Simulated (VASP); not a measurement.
# WS2 in VASP: single point with PBEsol

Aim: the single point of WS2 with PBEsol.

Program: VASP 6.6.1. These are calculated values, not measurements. Logs are shortened: lines on timing, memory, paths and dates and some standing lists are left out, and cuts for length are marked.

### 1 The cell of the first run

The cell holds a slab with vacuum, 12 atoms: a = 3.146 Å, b = 3.146 Å, c = 37.173 Å, α = 90.00°, β = 90.00°, γ = 120.00°.

### 2 Single point, PBEsol

The input, INCAR:

```
PREC = Accurate
ENCUT = 520
EDIFF = 1E-6
ISMEAR = 0
SIGMA = 0.05
LREAL = False
LASPH = True
NELM = 80
ALGO = Normal
ISIF = 2
LWAVE = False
LCHARG = True
LDIPOL = True
IDIPOL = 3
DIPOL = 0.5 0.5 0.500
GGA = PS
LELF = True
LVHAR = True
LVACPOTAV = True
NBANDS = 64
```

The input, KPOINTS:

```
Automatic mesh
0
Gamma
  9 9 1
```

The input, POSCAR:

```
WS2
1.0
    3.1461313888      0.0000000000      0.0000000000
   -1.5730656944      2.7246297063      0.0000000000
    0.0000000000      0.0000000000     37.1727317883
S W
8 4
Direct
    0.6666666667      0.3333333333      0.2017607972
    0.6666666667      0.3333333333      0.2861004123
    0.3333333333      0.6666666667      0.3724737274
    0.3333333333      0.6666666667      0.4568133425
    0.6666666667      0.3333333333      0.5431866575
    0.6666666667      0.3333333333      0.6275262726
    0.3333333333      0.6666666667      0.7138995877
    0.3333333333      0.6666666667      0.7982392028
    0.3333333333      0.6666666667      0.2439306048
    0.6666666667      0.3333333333      0.4146435349
    0.3333333333      0.6666666667      0.5853564651
    0.6666666667      0.3333333333      0.7560693952
```

Potentials or basis: VASP PAW PBE potentials, release 64 (S, W_sv).

Started as:

```console
$ cat potpaw_PBE.64/S/POTCAR potpaw_PBE.64/W_sv/POTCAR > POTCAR
$ mpirun -np 1 vasp_std > vasp.out
```

OUTCAR:

```text
PREC = Accurate
   ENCUT = 520
   EDIFF = 1E-6
   ISMEAR = 0
   LREAL = False
   LASPH = True
   NELM = 80
   ISIF = 2
   GGA = PS

 ion  position               nearest neighbor table
   1  0.667  0.333  0.202-   9 2.40   9 2.40   9 2.40
   2  0.667  0.333  0.286-   9 2.40   9 2.40   9 2.40
   3  0.333  0.667  0.372-  10 2.40  10 2.40  10 2.40
   4  0.333  0.667  0.457-  10 2.40  10 2.40  10 2.40
   5  0.667  0.333  0.543-  11 2.40  11 2.40  11 2.40
   6  0.667  0.333  0.628-  11 2.40  11 2.40  11 2.40
   7  0.333  0.667  0.714-  12 2.40  12 2.40  12 2.40
   8  0.333  0.667  0.798-  12 2.40  12 2.40  12 2.40
   9  0.333  0.667  0.244-   2 2.40   2 2.40   2 2.40   1 2.40   1 2.40   1 2.40
  10  0.667  0.333  0.415-   3 2.40   3 2.40   3 2.40   4 2.40   4 2.40   4 2.40
  11  0.333  0.667  0.585-   6 2.40   6 2.40   6 2.40   5 2.40   5 2.40   5 2.40
  12  0.667  0.333  0.756-   7 2.40   7 2.40   7 2.40   8 2.40   8 2.40   8 2.40

  LATTYP: Found a hexagonal cell.
 ALAT       =     3.1461313888
 C/A-ratio  =    11.8153780610

  Lattice vectors:

 A1 = (   3.1461313888,   0.0000000000,   0.0000000000)
 A2 = (  -1.5730656944,   2.7246297063,   0.0000000000)
 A3 = (   0.0000000000,   0.0000000000,  37.1727317883)

Analysis of symmetry for initial positions (statically):
=====================================================================
 Subroutine PRICEL returns:
 Original cell was already a primitive cell.

 Routine SETGRP: Setting up the symmetry group for a
 hexagonal supercell.

 Subroutine GETGRP returns: Found 12 space group operations
 (whereof 12 operations were pure point group operations)
 out of a pool of 24 trial point group operations.

The static configuration has the point symmetry D_3d.

Analysis of symmetry for dynamics (positions and initial velocities):
=====================================================================
 Subroutine PRICEL returns:
 Original cell was already a primitive cell.

 Routine SETGRP: Setting up the symmetry group for a
 hexagonal supercell.

 Subroutine GETGRP returns: Found 12 space group operations
 (whereof 12 operations were pure point group operations)
 out of a pool of 24 trial point group operations.

The dynamic configuration has the point symmetry D_3d.

 Subroutine INISYM returns: Found 12 space group operations
 (whereof 12 operations are pure point group operations),
 and found     1 'primitive' translations

----------------------------------------------------------------------------------------

                                     Primitive cell

  volume of cell :     318.6463

  direct lattice vectors                    reciprocal lattice vectors
     3.146131389  0.000000000  0.000000000     0.317850680  0.183511175  0.000000000
    -1.573065694  2.724629706  0.000000000     0.000000000  0.367022351  0.000000000
     0.000000000  0.000000000 37.172731788     0.000000000  0.000000000  0.026901440

  length of vectors
     3.146131389  3.146131389 37.172731788     0.367022351  0.367022351  0.026901440

  position of ions in fractional coordinates (direct lattice)
     0.666666667  0.333333333  0.201760797
     0.666666667  0.333333333  0.286100412
     0.333333333  0.666666667  0.372473727
     0.333333333  0.666666667  0.456813342
     0.666666667  0.333333333  0.543186658
     0.666666667  0.333333333  0.627526273
     0.333333333  0.666666667  0.713899588
     0.333333333  0.666666667  0.798239203
     0.333333333  0.666666667  0.243930605
     0.666666667  0.333333333  0.414643535
     0.333333333  0.666666667  0.585356465
     0.666666667  0.333333333  0.756069395

  ion indices of the primitive-cell ions
   primitive index   ion index
                 1           1
                 2           2
                 3           3
                 4           4
                 5           5
                 6           6
                 7           7
                 8           8
                 9           9
                10          10
                11          11
                12          12

----------------------------------------------------------------------------------------

 KPOINTS: Automatic mesh

Automatic generation of k-mesh.
 Grid dimensions read from file:
 generate k-points for:    9    9    1

 Generating k-lattice:

  Cartesian coordinates                     Fractional coordinates (reciprocal lattice)
     0.035316742  0.020390131  0.000000000     0.111111111  0.000000000  0.000000000
     0.000000000  0.040780261  0.000000000     0.000000000  0.111111111  0.000000000
     0.000000000  0.000000000  0.026901440     0.000000000  0.000000000  1.000000000

  Length of vectors
     0.040780261  0.040780261  0.026901440

  Shift w.r.t. Gamma in fractional coordinates (k-lattice)
     0.000000000  0.000000000  0.000000000

 Subroutine IBZKPT returns following result:
 ===========================================

 Found     12 irreducible k-points:

 Following reciprocal coordinates:
            Coordinates               Weight
  0.000000  0.000000  0.000000      1.000000
  0.111111 -0.000000  0.000000      6.000000
  0.222222 -0.000000  0.000000      6.000000
  0.333333 -0.000000  0.000000      6.000000
  0.444444 -0.000000  0.000000      6.000000
  0.111111  0.111111  0.000000      6.000000
  0.222222  0.111111  0.000000     12.000000
  0.333333  0.111111  0.000000     12.000000
  0.444444  0.111111  0.000000      6.000000
  0.222222  0.222222  0.000000      6.000000
  0.333333  0.222222  0.000000     12.000000
  0.333333  0.333333  0.000000      2.000000
   k-points           NKPTS =     12   k-points in BZ     NKDIM =     12   number of bands    NBANDS=     64
   number of dos      NEDOS =    301   number of ions     NIONS =     12
   total plane-waves  NPLWV = 161280
   dimension x,y,z NGX =    24 NGY =   24 NGZ =  280
   dimension x,y,z NGXF=    48 NGYF=   48 NGZF=  560
   ions per type =               8   4
   NGX,Y,Z   is equivalent  to a cutoff of  12.68, 12.68, 12.52 a.u.
   NGXF,Y,Z  is equivalent  to a cutoff of  25.36, 25.36, 25.04 a.u.
 SYSTEM =  unknown system
   PREC   = accura    normal or accurate (medium, high low for compatibility)
   ISTART =      0    job   : 0-new  1-cont  2-samecut
   ICHARG =      2    charge: 1-file 2-atom 10-const
   ISPIN  =      1    spin polarized calculation?
   LNONCOLLINEAR =      F non collinear calculations
   LSORBIT =      F    spin-orbit coupling
   LASPH  =      T    aspherical Exc in radial PAW
   ENCUT  =  520.0 eV  38.22 Ry    6.18 a.u.   5.85  5.85 69.12*2*pi/ulx,y,z
   NELM   =     80;   NELMIN=  2; NELMDL= -5     # of ELM steps
   EDIFF  = 0.1E-05   stopping-criterion for ELM
   LREAL  =      F    real-space projection
   EDIFFG = 0.1E-04   stopping-criterion for IOM
   NSW    =      0    number of steps for IOM
   IBRION =     -1    ionic relax: 0-MD 1-quasi-New 2-CG
   NFREE  =      0    steps in history (QN), initial steepest desc. (CG)
   ISIF   =      2    stress and relaxation
   ISYM   =      2    0-nonsym 1-usesym 2-fastsym
   POTIM  = 0.5000    time-step for ionic-motion
   TEBEG  =    0.0;   TEEND  =   0.0 temperature during run
   PSTRESS=    0.0 pullay stress
   NELECT =     104.0000    total number of electrons
   NUPDOWN=      -1.0000    fix difference up-down
   EMIN   =  10.00;   EMAX   =-10.00  energy-range for DOS
   EFERMI =   0.00;   METHOD = LEGACY
   ISMEAR =     0;   SIGMA  =   0.05  broadening in eV -4-tet -1-fermi 0-gaus
   EFERMI_NEDOS =   21; number of points for ismear=-14 and -15
   IALGO  =     38    algorithm
   IMIX   =      4    mixing-type and parameters
     AMIX     =   0.40;   BMIX     =  1.00
     AMIX_MAG =   1.60;   BMIX_MAG =  1.00
  volume/ion in A,a.u.               =      26.55       179.19
  Fermi-wavevector in a.u.,A,eV,Ry     =   1.127153  2.130011 17.285857  1.270475
  Thomas-Fermi vector in A             =   2.263838
   LORBIT       =      0    0 simple, 1 ext, 2 COOP (PROOUT), +10 PAW based schemes
   GGA     = PS    functional components
   LHFCALC =     F    Hartree Fock is set to
   AEXX    =    0.0000 exact exchange contribution
   IVDW    =     0    specifies the selected vdW correction
   LEPSILON=     F    determine dielectric tensor
   LRPA    =     F    only Hartree local field effects (RPA)
 non-spin polarized calculation
 Gauss-broadening in eV      SIGMA  =   0.05
  energy-cutoff  :      520.00
  volume of cell :      318.65
 maximum number of plane-waves:      8622
 NGX is ok and might be reduce to    24
   NGX = 11   NGY = 11   NGZ =139

 dipolmoment           0.000000      0.000000     -0.000000 electrons x Angstroem

 number of electron     103.9999988 magnetization

 dipolmoment           0.000000      0.000000      0.000000 electrons x Angstroem

 Free energy of the ion-electron system (eV)
  ---------------------------------------------------
  ext. energy  EPLUGINS =         0.00000000
  ---------------------------------------------------
  free energy    TOTEN  =      -101.07575366 eV

  energy without entropy =     -101.07575366  energy(sigma->0) =     -101.07575366

 E-fermi :   3.4761     XC(G=0):  -7.7064

 val. band max:        3.0475546592   @ k =   0.0000   0.0000   0.0000
 cond. band min:       4.4024448050   @ k =   0.2222   0.1111   0.0000
 fundamental gap:      1.3548901458
 Fermi energy:         3.4761117893

 k-point     1 :       0.0000    0.0000    0.0000
  band No.  band energies     occupation
      1     -71.3061      2.00000
      2     -71.3060      2.00000
      3     -71.3049      2.00000
      4     -71.3049      2.00000
      5     -35.5843      2.00000
      6     -35.5843      2.00000
[... 793 lines left out ...]
     63       6.7304      0.00000
     64       6.7304      0.00000

------------------------ aborting loop because EDIFF is reached ----------------------------------------

  FORCE on cell =-STRESS in cart. coord.  units (eV):
  Direction    XX          YY          ZZ          XY          YZ          ZX
  --------------------------------------------------------------------------------------
  -------------------------------------------------------------------------------------
  Total        0.1165197      0.1165197      0.1340104     -0.0000000      0.0000000      0.0000000
  in kB        0.5858700      0.5858700      0.6738141     -0.0000000      0.0000000      0.0000000
  external PRESSURE =       0.6151847 kB  Pullay stress =       0.0000000 kB

 VOLUME and BASIS-vectors are now :
 -----------------------------------------------------------------------------
  energy-cutoff  :      520.00
  volume of cell :      318.65
      direct lattice vectors                 reciprocal lattice vectors
     3.146131389  0.000000000  0.000000000     0.317850680  0.183511175  0.000000000
    -1.573065694  2.724629706  0.000000000     0.000000000  0.367022351  0.000000000
     0.000000000  0.000000000 37.172731788     0.000000000  0.000000000  0.026901440

 POSITION                                       TOTAL-FORCE (eV/Angst)
 -----------------------------------------------------------------------------------
      1.57307      0.90821      7.50000        -0.000000      0.000000     -0.003916
      1.57307      0.90821     10.63513         0.000000      0.000000      0.022790
     -0.00000      1.81642     13.84587         0.000000      0.000000     -0.021926
     -0.00000      1.81642     16.98100         0.000000     -0.000000      0.021756
      1.57307      0.90821     20.19173        -0.000000      0.000000     -0.021756
      1.57307      0.90821     23.32687        -0.000000     -0.000000      0.021926
     -0.00000      1.81642     26.53760         0.000000     -0.000000     -0.022790
     -0.00000      1.81642     29.67273         0.000000     -0.000000      0.003916
     -0.00000      1.81642      9.06757         0.000000     -0.000000     -0.020688
      1.57307      0.90821     15.41343        -0.000000     -0.000000     -0.000014
     -0.00000      1.81642     21.75930        -0.000000      0.000000      0.000014
      1.57307      0.90821     28.10516         0.000000      0.000000      0.020688
 -----------------------------------------------------------------------------------
    total drift:                               -0.000000      0.000000      0.000000

  FREE ENERGIE OF THE ION-ELECTRON SYSTEM (eV)
  ---------------------------------------------------
  free  energy   TOTEN  =      -101.0757536588 eV

  energy  without entropy=     -101.0757536588  energy(sigma->0) =     -101.07575366

 vacuum level on the upper side and lower side of the slab         8.307         8.307
```

Run time: 9.1 min. Hardware: 1 thread of Intel Xeon Platinum 8488C (Sapphire Rapids), shared host; peak memory 0.48 GiB.

Results:

```
Free energy            : -101.0758 eV
Largest force          : 0.023 eV/Å
Band gap on the k mesh : 1.35 eV (least direct gap 1.88 eV)
```

Forces in eV/Å, atoms in the order of the input:
```
S    0.000  0.000 -0.004
S    0.000  0.000  0.023
S    0.000  0.000 -0.022
S    0.000  0.000  0.022
S    0.000  0.000 -0.022
S    0.000  0.000  0.022
S    0.000  0.000 -0.023
S    0.000  0.000  0.004
W    0.000  0.000 -0.021
W    0.000  0.000  0.000
W    0.000  0.000  0.000
W    0.000  0.000  0.021
```

Levels at points of the mesh, in eV from the valence-band top:
| k point | band 50 | band 51 | band 52 | band 53 | band 54 | band 55 |
| --- | --- | --- | --- | --- | --- | --- |
| (0.00, 0.00, 0.00) | -0.54 | -0.21 | 0.00 | 2.53 | 2.53 | 2.53 |

Caveat: the PAW data sets were made with another functional, which shifts forces and pressure a little; spin-orbit coupling is left out, which moves the levels of the heavy elements.
